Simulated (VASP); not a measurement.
# BAs in VASP: further runs

The runs below take BAs through single point, with PBE+D3(BJ).

All numbers are computed with VASP 6.6.1; they aren't measurements. Logs are shortened: lines on timing, memory, paths and dates and some standing lists are left out, and cuts for length are marked.

### Step 1. The cell of the first run

The cell holds a sheet with vacuum, 2 atoms: a = 3.380 Å, b = 3.380 Å, c = 14.000 Å, α = 90.00°, β = 90.00°, γ = 120.00°.

### Step 2. Single point, PBE+D3(BJ)

Contents of INCAR:

```
SYSTEM = BAs
ALGO = Normal ; DIPOL = 0.5 0.5 0.500
EDIFF = 1E-6 ; ENCUT = 420
GGA = PE ; GGA_COMPAT = .FALSE.
IDIPOL = 3 ; ISIF = 2
ISMEAR = 0 ; IVDW = 12
LASPH = .TRUE. ; LCHARG = .FALSE.
LDIPOL = .TRUE. ; LREAL = .FALSE.
LWAVE = .FALSE. ; NBANDS = 11
NELM = 120 ; NELMDL = -8
PREC = Accurate ; SIGMA = 0.03
```

Contents of KPOINTS:

```
k-points
0
G
  12 12 1
  0 0 0
```

Contents of POSCAR:

```
BAs
1.0
    3.3800000000      0.0000000000      0.0000000000
   -1.6900000000      2.9271658648      0.0000000000
    0.0000000000      0.0000000000     14.0000000000
B As
1 1
Direct
    0.3333330000      0.6666670000      0.5000000000
    0.6666670000      0.3333330000      0.5000000000
```

Potentials or basis: VASP PAW PBE potentials, release 64 (B, As).

Launch:

```
$ cat potpaw_PBE.64/B/POTCAR potpaw_PBE.64/As/POTCAR > POTCAR
$ mpirun -np 1 vasp_std > vasp.out
```

OUTCAR:

```text
SYSTEM = BAs
   EDIFF = 1E-6
   ENCUT = 420
   GGA = PE
   ISIF = 2
   ISMEAR = 0
   IVDW = 12
   LASPH = .TRUE.
   LREAL = .FALSE.
   NELM = 120
   NELMDL = -8
   PREC = Accurate
 IVDW          = 12

 ion  position               nearest neighbor table
   1  0.333  0.667  0.500-   2 1.95   2 1.95   2 1.95
   2  0.667  0.333  0.500-   1 1.95   1 1.95   1 1.95

  LATTYP: Found a hexagonal cell.
 ALAT       =     3.3800000000
 C/A-ratio  =     4.1420118343

  Lattice vectors:

 A1 = (   3.3800000000,   0.0000000000,   0.0000000000)
 A2 = (  -1.6900000000,   2.9271658648,   0.0000000000)
 A3 = (   0.0000000000,   0.0000000000,  14.0000000000)

Analysis of symmetry for initial positions (statically):
=====================================================================
 Subroutine PRICEL returns:
 Original cell was already a primitive cell.

 Routine SETGRP: Setting up the symmetry group for a
 hexagonal supercell.

 Subroutine GETGRP returns: Found 12 space group operations
 (whereof 12 operations were pure point group operations)
 out of a pool of 24 trial point group operations.

The static configuration has the point symmetry D_3h.

Analysis of symmetry for dynamics (positions and initial velocities):
=====================================================================
 Subroutine PRICEL returns:
 Original cell was already a primitive cell.

 Routine SETGRP: Setting up the symmetry group for a
 hexagonal supercell.

 Subroutine GETGRP returns: Found 12 space group operations
 (whereof 12 operations were pure point group operations)
 out of a pool of 24 trial point group operations.

The dynamic configuration has the point symmetry D_3h.

 Subroutine INISYM returns: Found 12 space group operations
 (whereof 12 operations are pure point group operations),
 and found     1 'primitive' translations

----------------------------------------------------------------------------------------

                                     Primitive cell

  volume of cell :     138.5135

  direct lattice vectors                    reciprocal lattice vectors
     3.380000000  0.000000000  0.000000000     0.295857988  0.170813689  0.000000000
    -1.690000000  2.927165865  0.000000000     0.000000000  0.341627378  0.000000000
     0.000000000  0.000000000 14.000000000     0.000000000  0.000000000  0.071428571

  length of vectors
     3.380000000  3.380000000 14.000000000     0.341627378  0.341627378  0.071428571

  position of ions in fractional coordinates (direct lattice)
     0.333333000  0.666667000  0.500000000
[... 88 lines left out ...]
   EFERMI_NEDOS =   21; number of points for ismear=-14 and -15
   IALGO  =     38    algorithm
   IMIX   =      4    mixing-type and parameters
     AMIX     =   0.40;   BMIX     =  1.00
     AMIX_MAG =   1.60;   BMIX_MAG =  1.00
  volume/ion in A,a.u.               =      69.26       467.37
  Fermi-wavevector in a.u.,A,eV,Ry     =   0.632811  1.195840  5.448453  0.400450
  Thomas-Fermi vector in A             =   1.696254
   LORBIT       =      0    0 simple, 1 ext, 2 COOP (PROOUT), +10 PAW based schemes
   GGA     = PE    functional components
   LHFCALC =     F    Hartree Fock is set to
   AEXX    =    0.0000 exact exchange contribution
   IVDW    =    12    specifies the selected vdW correction
   LEPSILON=     F    determine dielectric tensor
   LRPA    =     F    only Hartree local field effects (RPA)
 non-spin polarized calculation
 Gauss-broadening in eV      SIGMA  =   0.03
  energy-cutoff  :      420.00
  volume of cell :      138.51
 maximum number of plane-waves:      2725
 NGX is ok and might be reduce to    24
   NGX = 11   NGY = 11   NGZ = 47

 dipolmoment           0.000000      0.000000     -0.000000 electrons x Angstroem

 number of electron       8.0000000 magnetization

 dipolmoment           0.000000      0.000000      0.000000 electrons x Angstroem

 Free energy of the ion-electron system (eV)
  ---------------------------------------------------
  ext. energy  EPLUGINS =         0.00000000
  ---------------------------------------------------
  free energy    TOTEN  =       -10.64199873 eV

  energy without entropy =      -10.64199873  energy(sigma->0) =      -10.64199873

 E-fermi :  -2.6599     XC(G=0):  -3.0658

 val. band max:       -2.7936696522   @ k =   0.3333   0.3333   0.0000
 cond. band min:      -2.0473237134   @ k =   0.3333   0.3333   0.0000
 fundamental gap:      0.7463459388
 Fermi energy:        -2.6599415440

 k-point     1 :       0.0000    0.0000    0.0000
  band No.  band energies     occupation
      1     -16.6290      2.00000
      2      -6.7330      2.00000
      3      -4.3205      2.00000
      4      -4.3204      2.00000
      5       0.7950      0.00000
      6       1.0432      0.00000
      7       2.0161      0.00000
      8       2.0307      0.00000
      9       2.0308      0.00000
     10       2.6093      0.00000
     11       4.5811      0.00000
[... 239 lines left out ...]
 k-point    19 :       0.3333    0.3333    0.0000
  band No.  band energies     occupation
      1     -13.7185      2.00000
      2     -10.7001      2.00000
      3      -8.7947      2.00000
      4      -2.7937      2.00000
      5      -2.0473      0.00000
      6       3.6040      0.00000
      7       3.8186      0.00000
      8       5.6672      0.00000
      9       6.3436      0.00000
     10       6.6954      0.00000
     11       7.1094      0.00000

------------------------ aborting loop because EDIFF is reached ----------------------------------------

 vacuum level on the upper side and lower side of the slab       (xc-potential included)        -0.089        -0.089

 Edisp (eV)   -0.26265

 E8    (eV) :    -0.1111

  FORCE on cell =-STRESS in cart. coord.  units (eV):
  Direction    XX          YY          ZZ          XY          YZ          ZX
  --------------------------------------------------------------------------------------
  -------------------------------------------------------------------------------------
  Total       0.04867     0.04867    -0.01047     0.00000    -0.00000    -0.00000
  in kB       0.56301     0.56301    -0.12115     0.00000    -0.00000    -0.00000
  external pressure =        0.33 kB  Pullay stress =        0.00 kB

 VOLUME and BASIS-vectors are now :
 -----------------------------------------------------------------------------
  energy-cutoff  :      420.00
  volume of cell :      138.51
      direct lattice vectors                 reciprocal lattice vectors
     3.380000000  0.000000000  0.000000000     0.295857988  0.170813689  0.000000000
    -1.690000000  2.927165865  0.000000000     0.000000000  0.341627378  0.000000000
     0.000000000  0.000000000 14.000000000     0.000000000  0.000000000  0.071428571

 POSITION                                       TOTAL-FORCE (eV/Angst)
 -----------------------------------------------------------------------------------
     -0.00000      1.95144      7.00000         0.000000      0.000000      0.000000
      1.69000      0.97572      7.00000        -0.000000      0.000000      0.000000
 -----------------------------------------------------------------------------------
    total drift:                               -0.000128      0.000074      0.000000

  FREE ENERGIE OF THE ION-ELECTRON SYSTEM (eV)
  ---------------------------------------------------
  free  energy   TOTEN  =       -10.9046480161 eV

  energy  without entropy=      -10.9046480161  energy(sigma->0) =      -10.90464802

 vacuum level on the upper side and lower side of the slab         2.043         2.043
```

OSZICAR:

```text
N       E                     dE             d eps       ncg     rms          rms(c)
DAV:   1     0.378540764949E+02    0.37854E+02   -0.23566E+03   418   0.416E+02
DAV:   2    -0.769108033355E+01   -0.45545E+02   -0.41067E+02   558   0.880E+01
DAV:   3    -0.112844856477E+02   -0.35934E+01   -0.35794E+01   544   0.306E+01
[... 15 lines left out ...]
DAV:  19    -0.106419752967E+02   -0.15962E-04   -0.14546E-06   515   0.519E-03    0.595E-03
DAV:  20    -0.106419936660E+02   -0.18369E-04   -0.19031E-06   435   0.480E-03    0.542E-04
DAV:  21    -0.106419975282E+02   -0.38622E-05   -0.21450E-07   466   0.159E-03    0.150E-03
DAV:  22    -0.106419986299E+02   -0.11017E-05   -0.59314E-08   432   0.717E-04    0.362E-04
DAV:  23    -0.106419987302E+02   -0.10035E-06   -0.28059E-09   476   0.172E-04
   1 F= -.10904648E+02 E0= -.10904648E+02  d E =-.551674E-12
```

Wall time 50 s (1 thread of Intel Xeon 8259CL, shared host); peak memory 0.23 GiB.

Results:

```
Free energy                : -10.9046 eV
Band gap on the k mesh     : 0.75 eV
Dispersion energy per atom : -0.131 eV
```

### Step 3. Single point, PBE+D3(BJ)

This run uses another cell than the first one.

Contents of INCAR:

```
SYSTEM = BAs
PREC     = Accurate       ! precision mode
ENCUT    = 420            ! plane-wave cutoff, eV
EDIFF    = 1E-6           ! SCF threshold, eV
ISMEAR   = 0              ! smearing method
SIGMA    = 0.03           ! smearing width, eV
LREAL    = .FALSE.        ! projectors in reciprocal space
LASPH    = .TRUE.         ! aspherical terms in the spheres
NELM     = 120            ! most SCF steps
ALGO     = Normal         ! electronic algorithm
ISIF     = 2              ! what is computed and relaxed
LWAVE    = .FALSE.        ! write WAVECAR
LCHARG   = .TRUE.         ! write CHGCAR
LDIPOL   = .TRUE.       
IDIPOL   = 3            
DIPOL    = 0.5 0.5 0.294
GGA      = PE             ! functional
IVDW     = 12             ! dispersion correction
LELF     = .TRUE.         ! ELF
LVHAR    = .TRUE.       
LVACPOTAV= .TRUE.       
NBANDS   = 11             ! bands
GGA_COMPAT= .FALSE.      
NELMDL   = -8
```

Contents of KPOINTS:

```
Automatic mesh
0
G
  12 12 1
  0 0 0
```

Contents of POSCAR:

```
BAs
1.0
    3.3751402914      0.0000000000      0.0000000000
   -1.6875701457      2.9229572337      0.0000000000
    0.0000000000      0.0000000000     23.8000000000
B As
1 1
Direct
    0.3333333333      0.6666666667      0.2941176471
    0.6666666667      0.3333333333      0.2941176471
```

Potentials or basis: VASP PAW PBE potentials, release 64 (B, As).

Launch:

```
$ cat potpaw_PBE.64/B/POTCAR potpaw_PBE.64/As/POTCAR > POTCAR
$ mpirun -np 1 vasp_std > vasp.out
```

It took 97 s on 1 thread of Intel Xeon 8259CL, shared host; peak memory 0.3 GiB.

Results (log left out):

```yaml
Free_energy: -10.9034 eV
Band_gap_on_the_k_mesh: 0.74 eV
Dispersion_energy_per_atom: -0.131 eV
```

Levels at points of the mesh, in eV from the valence-band top:
```tsv
k point	band 1	band 2	band 3	band 4	band 5	band 6	band 7	band 8
(0.00, 0.00, 0.00)	-13.86	-3.96	-1.52	-1.52	3.60	3.89	4.63	4.84
(0.50, 0.00, 0.00)	-11.44	-8.24	-3.60	-1.05	1.44	2.52	7.48	8.09
```
